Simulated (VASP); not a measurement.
Set up this calculation in VASP 6.6.1, as the native input.

```yaml
Task: single point
Functional: r2SCAN
Potentials_or_basis: VASP PAW PBE potentials, release 64 (Al, N)
Cutoff: 520 eV
k_mesh: 5 × 7 × 3
Occupations: gaussian, width 0.05 eV
Spin: no spin polarisation
Dipole_correction: no
Further_INCAR_settings: ALGO = Normal; EDIFF = 1e-06; NBANDS = 36
```

AlN:

```
CELL_PARAMETERS angstrom
4.36980 0.00000 0.00000
0.00000 2.18490 -2.18490
0.00000 6.90826 6.90826
ATOMIC_POSITIONS crystal
Al 0.00000 0.00000 0.23719
Al 0.50000 0.50000 0.39533
Al 0.00000 0.00000 0.55346
Al 0.50000 0.50000 0.71160
Al 0.00000 0.00000 0.86974
Al 0.50000 0.50000 0.07905
N 0.75000 0.00000 0.39533
N 0.25000 0.50000 0.55346
N 0.75000 0.00000 0.71160
N 0.25000 0.50000 0.86974
N 0.75000 0.00000 0.07905
N 0.25000 0.50000 0.23719
```

This cell differs from its parent crystal: the distance across one plane changed.

These files were run (other wordings do the same):

POSCAR

```
AlN
1.0
    4.3698012523      0.0000000000      0.0000000000
    0.0000000000      2.1849006262     -2.1849006262
    0.0000000000      6.9082552691      6.9082552691
Al N
6 6
Direct
    0.0000000000      0.0000000000      0.2371895885
    0.5000000000      0.5000000000      0.3953265233
    0.0000000000      0.0000000000      0.5534634581
    0.5000000000      0.5000000000      0.7116003929
    0.0000000000      0.0000000000      0.8697373277
    0.5000000000      0.5000000000      0.0790526537
    0.7500000000      0.0000000000      0.3953265233
    0.2500000000      0.5000000000      0.5534634581
    0.7500000000      0.0000000000      0.7116003929
    0.2500000000      0.5000000000      0.8697373277
    0.7500000000      0.0000000000      0.0790526537
    0.2500000000      0.5000000000      0.2371895885
```

INCAR.step1

```
PREC     = Accurate       # precision mode
ENCUT    = 520            # plane-wave cutoff, eV
ISMEAR   = 0              # smearing method
SIGMA    = 0.05           # smearing width, eV
LREAL    = F              # projectors in reciprocal space
LASPH    = T              # aspherical terms in the spheres
NELM     = 80             # most SCF steps
NBANDS   = 36             # bands
GGA      = PE             # functional
ALGO     = Normal         # electronic algorithm
EDIFF    = 1E-4           # SCF threshold, eV
LWAVE    = T              # write WAVECAR
LCHARG   = F              # write CHGCAR
```

INCAR.step2

```
PREC     = Accurate       # precision mode
ENCUT    = 520            # plane-wave cutoff, eV
EDIFF    = 1E-6           # SCF threshold, eV
ISMEAR   = 0              # smearing method
SIGMA    = 0.05           # smearing width, eV
LREAL    = F              # projectors in reciprocal space
LASPH    = T              # aspherical terms in the spheres
NELM     = 80             # most SCF steps
ALGO     = Normal         # electronic algorithm
ISIF     = 2              # what is computed and relaxed
LWAVE    = F              # write WAVECAR
LCHARG   = T              # write CHGCAR
METAGGA  = R2SCAN         # meta-GGA
LMIXTAU  = T            
LELF     = T              # ELF
LVHAR    = T            
NBANDS   = 36             # bands
ISTART   = 1
```

KPOINTS

```
Automatic mesh
0
Gamma
  5 7 3
```

Potentials or basis: VASP PAW PBE potentials, release 64 (Al, N).

The run is started by

```sh
$ cat potpaw_PBE.64/Al/POTCAR potpaw_PBE.64/N/POTCAR > POTCAR
$ cp INCAR.step1 INCAR
$ mpirun -np 1 vasp_std > vasp.out
$ cp INCAR.step2 INCAR
$ mpirun -np 1 vasp_std > vasp.out
```

It gave:

```json
{"Pressure": "-6.1 GPa", "Largest force": "1.603 eV/Å", "Band gap on the k mesh": "3.57 eV (least direct gap 3.58 eV)"}
```

Caveat: the cell differs from its parent crystal (the distance across one plane changed); the cell stands under tension; the PAW data sets were made with another functional, which shifts forces and pressure a little.

It took 2.8 min on 1 thread of Intel(R) Xeon(R) 6975P-C (Granite Rapids), on a shared host, peak memory 0.28 GiB.
